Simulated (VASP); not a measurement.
# Hg (I4_1/amd) in VASP: single point with PBE

Aim: the single point of Hg with PBE.

Program: VASP 6.6.1. These are calculated values, not measurements. Logs are shortened: lines on timing, memory, paths and dates and some standing lists are left out, and cuts for length are marked.

## Step 1: The cell of the first run

The structure is tetragonal, space group I4_1/amd (No. 141). The conventional cell has a = 6.205 Å, b = 6.205 Å, c = 3.308 Å, α = 90.00°, β = 90.00°, γ = 90.00°. Hg (site symmetry -4m2) has 10 Hg at 3.21 to 3.97 Å within 4.2 Å.

## Step 2: Single point, PBE (31.84 Å³/atom)

File INCAR:

```
SYSTEM = Hg
PREC     = Accurate       ! precision mode
ENCUT    = 550            ! plane-wave cutoff, eV
EDIFF    = 1E-6           ! SCF threshold, eV
ISMEAR   = 0              ! smearing method
SIGMA    = 0.1            ! smearing width, eV
LREAL    = .FALSE.        ! projectors in reciprocal space
LASPH    = .TRUE.         ! aspherical terms in the spheres
NELM     = 120            ! most SCF steps
ALGO     = Normal         ! electronic algorithm
ISIF     = 2              ! what is computed and relaxed
LWAVE    = .FALSE.        ! write WAVECAR
LCHARG   = .TRUE.         ! write CHGCAR
GGA      = PE             ! functional
LELF     = .TRUE.         ! ELF
LVHAR    = .TRUE.       
NBANDS   = 27             ! bands
GGA_COMPAT= .FALSE.
```

File KPOINTS:

```
Automatic mesh
0
G
  16 16 16
  0 0 0
```

File POSCAR:

```
Hg
1.0
   -3.1024721618      3.1024721618      1.6542213688
    3.1024721618     -3.1024721618      1.6542213688
    3.1024721618      3.1024721618     -1.6542213688
Hg
2
Direct
    0.7500000000      0.2500000000      0.5000000000
    0.0000000000      0.0000000000      0.0000000000
```

Potentials or basis: VASP PAW PBE potentials, release 64 (Hg_sv_GW).

On the command line:

```sh
$ cat potpaw_PBE.64/Hg_sv_GW/POTCAR > POTCAR
$ mpirun -np 1 vasp_std > vasp.out
```

OUTCAR:

```text
SYSTEM = Hg
   PREC = Accurate
   ENCUT = 550
   EDIFF = 1E-6
   ISMEAR = 0
   LREAL = .FALSE.
   LASPH = .TRUE.
   NELM = 120
   ISIF = 2
   GGA = PE

 ion  position               nearest neighbor table
   1  0.750  0.250  0.500-   2 3.21   2 3.21   2 3.21   2 3.21
   2  0.000  0.000  0.000-   1 3.21   1 3.21   1 3.21   1 3.21

  LATTYP: Found a body centered tetragonal cell.
 ALAT       =     6.2049443236
 C/A-ratio  =     0.5331945889

  Lattice vectors:

 A1 = (  -3.1024721618,   3.1024721618,   1.6542213688)
 A2 = (   3.1024721618,  -3.1024721618,   1.6542213688)
 A3 = (   3.1024721618,   3.1024721618,  -1.6542213688)

Analysis of symmetry for initial positions (statically):
=====================================================================
 Subroutine PRICEL returns:
 Original cell was already a primitive cell.

 Routine SETGRP: Setting up the symmetry group for a
 body centered tetragonal supercell.

 Subroutine GETGRP returns: Found 16 space group operations
 (whereof  8 operations were pure point group operations)
 out of a pool of 16 trial point group operations.

The static configuration has the point symmetry D_2d.
 The point group associated with its full space group is D_4h.

Analysis of symmetry for dynamics (positions and initial velocities):
=====================================================================
 Subroutine PRICEL returns:
 Original cell was already a primitive cell.

 Routine SETGRP: Setting up the symmetry group for a
 body centered tetragonal supercell.

 Subroutine GETGRP returns: Found 16 space group operations
 (whereof  8 operations were pure point group operations)
 out of a pool of 16 trial point group operations.

The dynamic configuration has the point symmetry D_2d.
 The point group associated with its full space group is D_4h.

 Subroutine INISYM returns: Found 16 space group operations
 (whereof  8 operations are pure point group operations),
 and found     1 'primitive' translations

----------------------------------------------------------------------------------------

                                     Primitive cell

  volume of cell :      63.6897

  direct lattice vectors                    reciprocal lattice vectors
    -3.102472162  3.102472162  1.654221369     0.000000000  0.161161801  0.302257007
     3.102472162 -3.102472162  1.654221369     0.161161801  0.000000000  0.302257007
     3.102472162  3.102472162 -1.654221369     0.161161801  0.161161801  0.000000000

  length of vectors
     4.689042052  4.689042052  4.689042052     0.342538209  0.342538209  0.227917204

  position of ions in fractional coordinates (direct lattice)
     0.750000000  0.250000000  0.500000000
     0.000000000  0.000000000  0.000000000

  ion indices of the primitive-cell ions
   primitive index   ion index
                 1           1
                 2           2

----------------------------------------------------------------------------------------

 KPOINTS: Automatic mesh

Automatic generation of k-mesh.
 Grid dimensions read from file:
 generate k-points for:   16   16   16

 Generating k-lattice:

  Cartesian coordinates                     Fractional coordinates (reciprocal lattice)
     0.000000000  0.010072613  0.018891063     0.062500000  0.000000000 -0.000000000
     0.010072613  0.000000000  0.018891063     0.000000000  0.062500000 -0.000000000
     0.010072613  0.010072613  0.000000000     0.000000000  0.000000000  0.062500000

  Length of vectors
     0.021408638  0.021408638  0.014244825

  Shift w.r.t. Gamma in fractional coordinates (k-lattice)
     0.000000000  0.000000000  0.000000000

 Subroutine IBZKPT returns following result:
 ===========================================

 Found    349 irreducible k-points:

 Following reciprocal coordinates:
            Coordinates               Weight
  0.000000  0.000000  0.000000      1.000000
  0.062500 -0.000000  0.000000      8.000000
  0.125000 -0.000000  0.000000      8.000000
  0.187500 -0.000000  0.000000      8.000000
  0.250000 -0.000000  0.000000      8.000000
  0.312500 -0.000000  0.000000      8.000000
[... 16 lines left out ...]
 -0.125000  0.062500 -0.000000     16.000000
 -0.062500  0.062500  0.000000      4.000000
 [... further k-points ...]
   k-points           NKPTS =    349   k-points in BZ     NKDIM =    349   number of bands    NBANDS=     27
   number of dos      NEDOS =    301   number of ions     NIONS =      2
   total plane-waves  NPLWV =  46656
   dimension x,y,z NGX =    36 NGY =   36 NGZ =   36
   dimension x,y,z NGXF=    72 NGYF=   72 NGZF=   72
   ions per type =               2
   NGX,Y,Z   is equivalent  to a cutoff of  12.76, 12.76, 12.76 a.u.
   NGXF,Y,Z  is equivalent  to a cutoff of  25.53, 25.53, 25.53 a.u.
 SYSTEM =  Hg
   PREC   = accura    normal or accurate (medium, high low for compatibility)
   ISTART =      0    job   : 0-new  1-cont  2-samecut
   ICHARG =      2    charge: 1-file 2-atom 10-const
   ISPIN  =      1    spin polarized calculation?
   LNONCOLLINEAR =      F non collinear calculations
   LSORBIT =      F    spin-orbit coupling
   LASPH  =      T    aspherical Exc in radial PAW
   ENCUT  =  550.0 eV  40.42 Ry    6.36 a.u.   8.97  8.97  8.97*2*pi/ulx,y,z
   NELM   =    120;   NELMIN=  2; NELMDL= -5     # of ELM steps
   EDIFF  = 0.1E-05   stopping-criterion for ELM
   LREAL  =      F    real-space projection
   EDIFFG = 0.1E-04   stopping-criterion for IOM
   NSW    =      0    number of steps for IOM
   IBRION =     -1    ionic relax: 0-MD 1-quasi-New 2-CG
   NFREE  =      0    steps in history (QN), initial steepest desc. (CG)
   ISIF   =      2    stress and relaxation
   ISYM   =      2    0-nonsym 1-usesym 2-fastsym
   POTIM  = 0.5000    time-step for ionic-motion
   TEBEG  =    0.0;   TEEND  =   0.0 temperature during run
   PSTRESS=    0.0 pullay stress
   NELECT =      40.0000    total number of electrons
   NUPDOWN=      -1.0000    fix difference up-down
   EMIN   =  10.00;   EMAX   =-10.00  energy-range for DOS
   EFERMI =   0.00;   METHOD = LEGACY
   ISMEAR =     0;   SIGMA  =   0.10  broadening in eV -4-tet -1-fermi 0-gaus
   EFERMI_NEDOS =   21; number of points for ismear=-14 and -15
   IALGO  =     38    algorithm
   IMIX   =      4    mixing-type and parameters
     AMIX     =   0.40;   BMIX     =  1.00
     AMIX_MAG =   1.60;   BMIX_MAG =  1.00
  volume/ion in A,a.u.               =      31.84       214.90
  Fermi-wavevector in a.u.,A,eV,Ry     =   1.401969  2.649337 26.742477  1.965517
  Thomas-Fermi vector in A             =   2.524777
   LORBIT       =      0    0 simple, 1 ext, 2 COOP (PROOUT), +10 PAW based schemes
   GGA     = PE    functional components
   LHFCALC =     F    Hartree Fock is set to
   AEXX    =    0.0000 exact exchange contribution
   IVDW    =     0    specifies the selected vdW correction
   LEPSILON=     F    determine dielectric tensor
   LRPA    =     F    only Hartree local field effects (RPA)
 non-spin polarized calculation
 Gauss-broadening in eV      SIGMA  =   0.10
  energy-cutoff  :      550.00
  volume of cell :       63.69
 maximum number of plane-waves:      1902
   NGX = 17   NGY = 17   NGZ = 17

 number of electron      40.0000001 magnetization

 Free energy of the ion-electron system (eV)
  ---------------------------------------------------
  ext. energy  EPLUGINS =         0.00000000
  ---------------------------------------------------
  free energy    TOTEN  =        -0.34962266 eV

  energy without entropy =       -0.34689784  energy(sigma->0) =       -0.34826025

 E-fermi :   3.3353     XC(G=0):  -9.5479

 val. band max:        3.3172480614   @ k =   0.1875   0.1250   0.0000
 cond. band min:       3.3358051492   @ k =  -0.3750   0.5000   0.3750
 fundamental gap:      0.0185570878
 Fermi energy:         3.3352578381

 k-point     1 :       0.0000    0.0000    0.0000
  band No.  band energies     occupation
      1    -111.2656      2.00000
      2    -111.2648      2.00000
      3     -59.6137      2.00000
      4     -59.6137      2.00000
      5     -59.6004      2.00000
      6     -59.6001      2.00000
[... 19 lines left out ...]
     26      14.7752      0.00000
     27      14.7801      0.00000

 k-point     2 :       0.0625   -0.0000    0.0000
  band No.  band energies     occupation
      1    -111.2656      2.00000
      2    -111.2648      2.00000
      3     -59.6137      2.00000
      4     -59.6135      2.00000
      5     -59.6010      2.00000
      6     -59.6006      2.00000
[... 19 lines left out ...]
     26      13.9521      0.00000
     27      14.0516      0.00000

 k-point     3 :       0.1250   -0.0000    0.0000
  band No.  band energies     occupation
      1    -111.2655      2.00000
      2    -111.2648      2.00000
      3     -59.6136      2.00000
      4     -59.6129      2.00000
      5     -59.6025      2.00000
      6     -59.6018      2.00000
[... 19 lines left out ...]
     26      12.7414      0.00000
     27      13.1708      0.00000

 k-point     4 :       0.1875   -0.0000    0.0000
  band No.  band energies     occupation
      1    -111.2654      2.00000
      2    -111.2648      2.00000
      3     -59.6135      2.00000
      4     -59.6121      2.00000
      5     -59.6046      2.00000
      6     -59.6038      2.00000
[... 19 lines left out ...]
     26      12.0279      0.00000
     27      12.8866      0.00000

 k-point     5 :       0.2500   -0.0000    0.0000
  band No.  band energies     occupation
      1    -111.2654      2.00000
      2    -111.2647      2.00000
      3     -59.6134      2.00000
      4     -59.6113      2.00000
      5     -59.6070      2.00000
      6     -59.6058      2.00000
[... 19 lines left out ...]
     26      11.7811      0.00000
     27      12.2584      0.00000

 k-point     6 :       0.3125   -0.0000    0.0000
  band No.  band energies     occupation
      1    -111.2653      2.00000
      2    -111.2647      2.00000
      3     -59.6133      2.00000
      4     -59.6112      2.00000
      5     -59.6095      2.00000
      6     -59.6069      2.00000
[... 444 lines left out ...]
      1    -111.2654      2.00000
      2    -111.2648      2.00000
      3     -59.6134      2.00000
      4     -59.6112      2.00000
      5     -59.6049      2.00000
      6     -59.6036      2.00000
[... 19 lines left out ...]
     26      11.7340      0.00000
     27      13.0181      0.00000

 k-point    22 :      -0.1875    0.0625   -0.0000
  band No.  band energies     occupation
      1    -111.2655      2.00000
      2    -111.2648      2.00000
      3     -59.6135      2.00000
      4     -59.6122      2.00000
      5     -59.6028      2.00000
      6     -59.6017      2.00000
[... 19 lines left out ...]
     26      12.5943      0.00000
     27      13.1711      0.00000

 k-point    23 :      -0.1250    0.0625   -0.0000
  band No.  band energies     occupation
      1    -111.2655      2.00000
      2    -111.2648      2.00000
      3     -59.6135      2.00000
      4     -59.6130      2.00000
      5     -59.6012      2.00000
      6     -59.6005      2.00000
[... 19 lines left out ...]
     26      13.7362      0.00000
     27      13.9611      0.00000

 k-point    24 :      -0.0625    0.0625    0.0000
  band No.  band energies     occupation
      1    -111.2656      2.00000
      2    -111.2648      2.00000
      3     -59.6135      2.00000
      4     -59.6135      2.00000
      5     -59.6006      2.00000
      6     -59.6001      2.00000
[... 19 lines left out ...]
     26      14.6664      0.00000
     27      14.6694      0.00000

 [... further k-points ...]
[... 5 lines left out ...]
  --------------------------------------------------------------------------------------
  -------------------------------------------------------------------------------------
  Total       -0.3338940     -0.3338940     -0.3892286      0.0000000      0.0000000      0.0000000
  in kB       -8.3994307     -8.3994307     -9.7914244      0.0000000      0.0000000      0.0000000
  external PRESSURE =      -8.8634286 kB  Pullay stress =       0.0000000 kB

 VOLUME and BASIS-vectors are now :
 -----------------------------------------------------------------------------
  energy-cutoff  :      550.00
  volume of cell :       63.69
      direct lattice vectors                 reciprocal lattice vectors
    -3.102472162  3.102472162  1.654221369     0.000000000  0.161161801  0.302257007
     3.102472162 -3.102472162  1.654221369     0.161161801  0.000000000  0.302257007
     3.102472162  3.102472162 -1.654221369     0.161161801  0.161161801  0.000000000

 POSITION                                       TOTAL-FORCE (eV/Angst)
 -----------------------------------------------------------------------------------
     -0.00000      3.10247      0.82711        -0.000000      0.000000     -0.000000
      0.00000      0.00000      0.00000         0.000000     -0.000000      0.000000
 -----------------------------------------------------------------------------------
    total drift:                               -0.000000      0.000000     -0.000000

  FREE ENERGIE OF THE ION-ELECTRON SYSTEM (eV)
  ---------------------------------------------------
  free  energy   TOTEN  =        -0.3496226626 eV

  energy  without entropy=       -0.3468978380  energy(sigma->0) =       -0.34826025
```

It took 5.9 min on 1 thread of Intel Xeon Platinum 8488C (Sapphire Rapids), shared host; peak memory 0.69 GiB.

Results:

```
Free energy            : -0.3496 eV
Pressure               : -0.9 GPa
Band gap on the k mesh : zero (bands 20 and 21 overlap by 2.22 eV)
```

Stress tensor (GPa, compression positive):
```
-0.84  0.00  0.00
 0.00 -0.84  0.00
 0.00  0.00 -0.98
```

Caveat: spin-orbit coupling is left out, which moves the levels of the heavy elements.
